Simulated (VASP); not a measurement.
# NbAl2F3 (P-6m2) in VASP: single point with PBE

Aim: the single point of NbAl2F3 with PBE.

Program: VASP 6.6.1. These are calculated values, not measurements. Logs are shortened: lines on timing, memory, paths and dates and some standing lists are left out, and cuts for length are marked.

**1. The cell of the first run**

Symmetry: P-6m2, No. 187, hexagonal system. Conventional cell: a = 3.647 Å, b = 3.647 Å, c = 6.816 Å, α = 90.00°, β = 90.00°, γ = 120.00°. Within 3.7 Å of Al (site symmetry 3m) lie 9 F at 2.65 to 2.77 Å and 3 Nb at 2.65 Å and 8 Al at 3.21 to 3.65 Å. Within 2.8 Å of Nb (site symmetry -6m2) lie 3 F at 2.11 Å and 6 Al at 2.65 Å. F (site symmetry -6m2) has 3 F at 2.11 Å and 6 Al at 2.77 Å within 2.8 Å. F (site symmetry -6m2) has 3 Nb at 2.11 Å and 6 Al at 2.65 Å within 2.8 Å. Within 2.8 Å of F (site symmetry -6m2) lie 3 F at 2.11 Å and 6 Al at 2.77 Å.

The cell was built from a structure type or drawn by symmetry, and may not be a known phase.

**2. Single point, PBE**

The input, INCAR:

```
SYSTEM = NbAl2F3
  PREC = Accurate
  ENCUT = 520
  EDIFF = 1E-6
  ISMEAR = 0
  SIGMA = 0.1
  LREAL = .False.
  LASPH = .True.
  NELM = 100
  ALGO = Normal
  ISIF = 2
  LWAVE = .False.
  LCHARG = .False.
  GGA = PE
  NBANDS = 29
```

The input, KPOINTS:

```
regular mesh
0
Gamma
  6 6 4
  0 0 0
```

The input, POSCAR:

```
NbAl2F3
1.0
    3.6468699900      0.0000000000      0.0000000000
   -1.8234350000      3.1582820600      0.0000000000
    0.0000000000      0.0000000000      6.8162621900
Al Nb F
2 1 3
Direct
    0.6666666700      0.3333333300      0.2354539900
    0.6666666700      0.3333333300      0.7645460100
    0.0000000000      0.0000000000      0.0000000000
    0.0000000000      0.0000000000      0.5000000000
    0.3333333300      0.6666666700      0.0000000000
    0.3333333300      0.6666666700      0.5000000000
```

Potentials or basis: VASP PAW PBE potentials, release 64 (Al, Nb_sv, F).

Launch:

```
> cat potpaw_PBE.64/Al/POTCAR potpaw_PBE.64/Nb_sv/POTCAR potpaw_PBE.64/F/POTCAR > POTCAR
> mpirun -np 1 vasp_std > vasp.out
```

OUTCAR:

```text
SYSTEM = NbAl2F3
   PREC = Accurate
   ENCUT = 520
   EDIFF = 1E-6
   ISMEAR = 0
   LREAL = .False.
   LASPH = .True.
   NELM = 100
   ISIF = 2
   GGA = PE

 ion  position               nearest neighbor table
   1  0.667  0.333  0.235-   3 2.65   3 2.65   3 2.65   2 3.21
   2  0.667  0.333  0.765-   3 2.65   3 2.65   3 2.65   1 3.21
   3  0.000  0.000  0.000-   5 2.11   5 2.11   5 2.11   1 2.65   2 2.65   2 2.65   1 2.65   2 2.65
                             1 2.65
   4  0.000  0.000  0.500-
   5  0.333  0.667  0.000-   3 2.11   3 2.11   3 2.11
   6  0.333  0.667  0.500-

  LATTYP: Found a hexagonal cell.
 ALAT       =     3.6468699900
 C/A-ratio  =     1.8690718914

  Lattice vectors:

 A1 = (   3.6468699900,   0.0000000000,   0.0000000000)
 A2 = (  -1.8234350000,   3.1582820600,   0.0000000000)
 A3 = (   0.0000000000,   0.0000000000,   6.8162621900)

Analysis of symmetry for initial positions (statically):
=====================================================================
 Subroutine PRICEL returns:
 Original cell was already a primitive cell.

 Routine SETGRP: Setting up the symmetry group for a
 hexagonal supercell.

 Subroutine GETGRP returns: Found 12 space group operations
 (whereof 12 operations were pure point group operations)
 out of a pool of 24 trial point group operations.

The static configuration has the point symmetry D_3h.

Analysis of symmetry for dynamics (positions and initial velocities):
=====================================================================
 Subroutine PRICEL returns:
 Original cell was already a primitive cell.

 Routine SETGRP: Setting up the symmetry group for a
 hexagonal supercell.

 Subroutine GETGRP returns: Found 12 space group operations
 (whereof 12 operations were pure point group operations)
 out of a pool of 24 trial point group operations.

The dynamic configuration has the point symmetry D_3h.

 Subroutine INISYM returns: Found 12 space group operations
 (whereof 12 operations are pure point group operations),
 and found     1 'primitive' translations

----------------------------------------------------------------------------------------

                                     Primitive cell

  volume of cell :      78.5086

  direct lattice vectors                    reciprocal lattice vectors
     3.646869990  0.000000000  0.000000000     0.274207746  0.158313916  0.000000000
    -1.823435000  3.158282060  0.000000000     0.000000000  0.316627832  0.000000000
     0.000000000  0.000000000  6.816262190     0.000000000  0.000000000  0.146707972

  length of vectors
     3.646869990  3.646869996  6.816262190     0.316627832  0.316627832  0.146707972

  position of ions in fractional coordinates (direct lattice)
     0.666666670  0.333333330  0.235453990
     0.666666670  0.333333330  0.764546010
     0.000000000  0.000000000  0.000000000
     0.000000000  0.000000000  0.500000000
     0.333333330  0.666666670  0.000000000
     0.333333330  0.666666670  0.500000000

  ion indices of the primitive-cell ions
   primitive index   ion index
                 1           1
                 2           2
                 3           3
                 4           4
                 5           5
                 6           6

----------------------------------------------------------------------------------------

 KPOINTS: regular mesh

Automatic generation of k-mesh.
 Grid dimensions read from file:
 generate k-points for:    6    6    4

 Generating k-lattice:

  Cartesian coordinates                     Fractional coordinates (reciprocal lattice)
     0.045701291  0.026385653  0.000000000     0.166666667  0.000000000  0.000000000
     0.000000000  0.052771305  0.000000000     0.000000000  0.166666667  0.000000000
     0.000000000  0.000000000  0.036676993     0.000000000  0.000000000  0.250000000

  Length of vectors
     0.052771305  0.052771305  0.036676993

  Shift w.r.t. Gamma in fractional coordinates (k-lattice)
     0.000000000  0.000000000  0.000000000

 Subroutine IBZKPT returns following result:
 ===========================================

 Found     21 irreducible k-points:

 Following reciprocal coordinates:
            Coordinates               Weight
  0.000000  0.000000  0.000000      1.000000
  0.166667 -0.000000  0.000000      6.000000
  0.333333  0.000000  0.000000      6.000000
  0.500000  0.000000  0.000000      3.000000
  0.166667  0.166667  0.000000      6.000000
  0.333333  0.166667  0.000000     12.000000
[... 13 lines left out ...]
  0.333333  0.166667  0.500000     12.000000
  0.333333  0.333333  0.500000      2.000000
   k-points           NKPTS =     21   k-points in BZ     NKDIM =     21   number of bands    NBANDS=     29
   number of dos      NEDOS =    301   number of ions     NIONS =      6
   total plane-waves  NPLWV =  42336
   dimension x,y,z NGX =    28 NGY =   28 NGZ =   54
   dimension x,y,z NGXF=    56 NGYF=   56 NGZF=  108
   ions per type =               2   1   3
   NGX,Y,Z   is equivalent  to a cutoff of  12.76, 12.76, 13.17 a.u.
   NGXF,Y,Z  is equivalent  to a cutoff of  25.53, 25.53, 26.34 a.u.
 SYSTEM =  NbAl2F3
   PREC   = accura    normal or accurate (medium, high low for compatibility)
   ISTART =      0    job   : 0-new  1-cont  2-samecut
   ICHARG =      2    charge: 1-file 2-atom 10-const
   ISPIN  =      1    spin polarized calculation?
   LNONCOLLINEAR =      F non collinear calculations
   LSORBIT =      F    spin-orbit coupling
   LASPH  =      T    aspherical Exc in radial PAW
   ENCUT  =  520.0 eV  38.22 Ry    6.18 a.u.   6.78  6.78 12.67*2*pi/ulx,y,z
   NELM   =    100;   NELMIN=  2; NELMDL= -5     # of ELM steps
   EDIFF  = 0.1E-05   stopping-criterion for ELM
   LREAL  =      F    real-space projection
   EDIFFG = 0.1E-04   stopping-criterion for IOM
   NSW    =      0    number of steps for IOM
   IBRION =     -1    ionic relax: 0-MD 1-quasi-New 2-CG
   NFREE  =      0    steps in history (QN), initial steepest desc. (CG)
   ISIF   =      2    stress and relaxation
   ISYM   =      2    0-nonsym 1-usesym 2-fastsym
   POTIM  = 0.5000    time-step for ionic-motion
   TEBEG  =    0.0;   TEEND  =   0.0 temperature during run
   PSTRESS=    0.0 pullay stress
   NELECT =      40.0000    total number of electrons
   NUPDOWN=      -1.0000    fix difference up-down
   EMIN   =  10.00;   EMAX   =-10.00  energy-range for DOS
   EFERMI =   0.00;   METHOD = LEGACY
   ISMEAR =     0;   SIGMA  =   0.10  broadening in eV -4-tet -1-fermi 0-gaus
   EFERMI_NEDOS =   21; number of points for ismear=-14 and -15
   IALGO  =     38    algorithm
   IMIX   =      4    mixing-type and parameters
     AMIX     =   0.40;   BMIX     =  1.00
     AMIX_MAG =   1.60;   BMIX_MAG =  1.00
  volume/ion in A,a.u.               =      13.08        88.30
  Fermi-wavevector in a.u.,A,eV,Ry     =   1.307542  2.470896 23.261421  1.709666
  Thomas-Fermi vector in A             =   2.438270
   LORBIT       =      0    0 simple, 1 ext, 2 COOP (PROOUT), +10 PAW based schemes
   GGA     = PE    functional components
   LHFCALC =     F    Hartree Fock is set to
   AEXX    =    0.0000 exact exchange contribution
   IVDW    =     0    specifies the selected vdW correction
   LEPSILON=     F    determine dielectric tensor
   LRPA    =     F    only Hartree local field effects (RPA)
 non-spin polarized calculation
 Gauss-broadening in eV      SIGMA  =   0.10
  energy-cutoff  :      520.00
  volume of cell :       78.51
 maximum number of plane-waves:      2126
 NGX is ok and might be reduce to    28
   NGX = 13   NGY = 13   NGZ = 25

 number of electron      40.0000010 magnetization

 Free energy of the ion-electron system (eV)
  ---------------------------------------------------
  ext. energy  EPLUGINS =         0.00000000
  ---------------------------------------------------
  free energy    TOTEN  =       -25.34275533 eV

  energy without entropy =      -25.33397087  energy(sigma->0) =      -25.33836310

 E-fermi :   6.4782     XC(G=0): -10.7011

 val. band max:        6.4649373486   @ k =   0.0000   0.0000   0.2500
 cond. band min:       6.4945682044   @ k =   0.0000   0.0000   0.5000
 fundamental gap:      0.0296308557
 Fermi energy:         6.4781689397

 k-point     1 :       0.0000    0.0000    0.0000
  band No.  band energies     occupation
      1     -48.4946      2.00000
      2     -24.8966      2.00000
      3     -24.8966      2.00000
      4     -24.1887      2.00000
      5     -20.6361      2.00000
      6     -16.0597      2.00000
[... 21 lines left out ...]
     28      14.0390      0.00000
     29      14.0390      0.00000

 k-point     2 :       0.1667   -0.0000    0.0000
  band No.  band energies     occupation
      1     -48.4899      2.00000
      2     -25.0678      2.00000
      3     -24.9122      2.00000
      4     -24.1810      2.00000
      5     -20.4343      2.00000
      6     -15.9283      2.00000
[... 21 lines left out ...]
     28      13.3399      0.00000
     29      13.5359      0.00000

 k-point     3 :       0.3333    0.0000    0.0000
  band No.  band energies     occupation
      1     -48.4805      2.00000
      2     -25.3704      2.00000
      3     -24.9430      2.00000
      4     -24.1657      2.00000
      5     -20.0757      2.00000
      6     -15.5818      2.00000
[... 21 lines left out ...]
     28      13.8907      0.00000
     29      14.1131      0.00000

 k-point     4 :       0.5000    0.0000    0.0000
  band No.  band energies     occupation
      1     -48.4758      2.00000
      2     -25.5066      2.00000
      3     -24.9583      2.00000
      4     -24.1581      2.00000
      5     -19.9142      2.00000
      6     -15.2944      2.00000
[... 21 lines left out ...]
     28      13.8235      0.00000
     29      14.0121      0.00000

 k-point     5 :       0.1667    0.1667    0.0000
  band No.  band energies     occupation
      1     -48.4829      2.00000
      2     -25.2852      2.00000
      3     -24.9508      2.00000
      4     -24.1696      2.00000
      5     -20.1581      2.00000
      6     -15.6851      2.00000
[... 21 lines left out ...]
     28      12.9142      0.00000
     29      14.5957      0.00000
[... 414 lines left out ...]
     28      13.8352      0.00000
     29      14.3271      0.00000

 k-point    19 :       0.1667    0.1667    0.5000
  band No.  band energies     occupation
      1     -48.4829      2.00000
      2     -25.2852      2.00000
      3     -24.9508      2.00000
      4     -24.1697      2.00000
      5     -20.1580      2.00000
      6     -15.6846      2.00000
[... 21 lines left out ...]
     28      12.9539      0.00000
     29      14.0614      0.00000

 k-point    20 :       0.3333    0.1667    0.5000
  band No.  band energies     occupation
      1     -48.4758      2.00000
      2     -25.4736      2.00000
      3     -24.9978      2.00000
      4     -24.1582      2.00000
      5     -19.9052      2.00000
      6     -15.2981      2.00000
[... 21 lines left out ...]
     28      12.5801      0.00000
     29      14.0748      0.00000

 k-point    21 :       0.3333    0.3333    0.5000
  band No.  band energies     occupation
      1     -48.4734      2.00000
      2     -25.5021      2.00000
      3     -25.0496      2.00000
      4     -24.1543      2.00000
      5     -19.8179      2.00000
      6     -14.9157      2.00000
[... 21 lines left out ...]
     28      12.8023      0.00000
     29      14.2193      0.00000

------------------------ aborting loop because EDIFF is reached ----------------------------------------

  FORCE on cell =-STRESS in cart. coord.  units (eV):
  Direction    XX          YY          ZZ          XY          YZ          ZX
  --------------------------------------------------------------------------------------
  -------------------------------------------------------------------------------------
  Total       10.6547687     10.6547688      2.2799164     -0.0000000      0.0000000     -0.0000000
  in kB      217.4388431    217.4388437     46.5277464     -0.0000003      0.0000000     -0.0000000
  external PRESSURE =     160.4684777 kB  Pullay stress =       0.0000000 kB

 VOLUME and BASIS-vectors are now :
 -----------------------------------------------------------------------------
  energy-cutoff  :      520.00
  volume of cell :       78.51
      direct lattice vectors                 reciprocal lattice vectors
     3.646869990  0.000000000  0.000000000     0.274207746  0.158313916  0.000000000
    -1.823435000  3.158282060  0.000000000     0.000000000  0.316627832  0.000000000
     0.000000000  0.000000000  6.816262190     0.000000000  0.000000000  0.146707972

 POSITION                                       TOTAL-FORCE (eV/Angst)
 -----------------------------------------------------------------------------------
      1.82344      1.05276      1.60492         0.000000      0.000000      5.005283
      1.82344      1.05276      5.21135         0.000000      0.000000     -5.005283
      0.00000      0.00000      0.00000         0.000000      0.000000      0.000000
      0.00000      0.00000      3.40813         0.000000      0.000000      0.000000
     -0.00000      2.10552      0.00000        -0.000000      0.000000      0.000000
     -0.00000      2.10552      3.40813         0.000000     -0.000000      0.000000
 -----------------------------------------------------------------------------------
    total drift:                                0.000063     -0.000037     -0.000000

  FREE ENERGIE OF THE ION-ELECTRON SYSTEM (eV)
  ---------------------------------------------------
  free  energy   TOTEN  =       -25.3427553273 eV

  energy  without entropy=      -25.3339708744  energy(sigma->0) =      -25.33836310
```

Run time: 65 s. Hardware: 1 thread of Intel Xeon 8259CL, shared host; peak memory 0.21 GiB.

Results:

```
Free energy            : -25.3428 eV
Pressure               : 16.0 GPa
Largest force          : 5.005 eV/Å
Band gap on the k mesh : zero (bands 20 and 21 overlap by 0.15 eV)
```

Forces in eV/Å, atoms in the order of the input:
```
Al   0.000  0.000  5.005
Al   0.000  0.000 -5.005
Nb   0.000  0.000  0.000
F    0.000  0.000  0.000
F    0.000  0.000  0.000
F    0.000  0.000  0.000
```

Levels at points of the mesh, in eV from the Fermi level:
```
           k point  band 18  band 19  band 20  band 21  band 22  band 23
(0.00, 0.00, 0.00)    -1.29    -0.85    -0.04    -0.04     1.76     1.76
(0.50, 0.00, 0.00)    -0.98    -0.96    -0.30     0.76     0.97     1.57
(0.00, 0.00, 0.50)    -1.31    -0.34     0.02     0.02     1.74     1.74
(0.50, 0.00, 0.50)    -0.86    -0.37    -0.29     0.79     0.92     0.94
```

Caveat: the cell stands under pressure; forces of over 1 eV/Å act on the atoms, so gaps and moduli don't describe the material at rest.
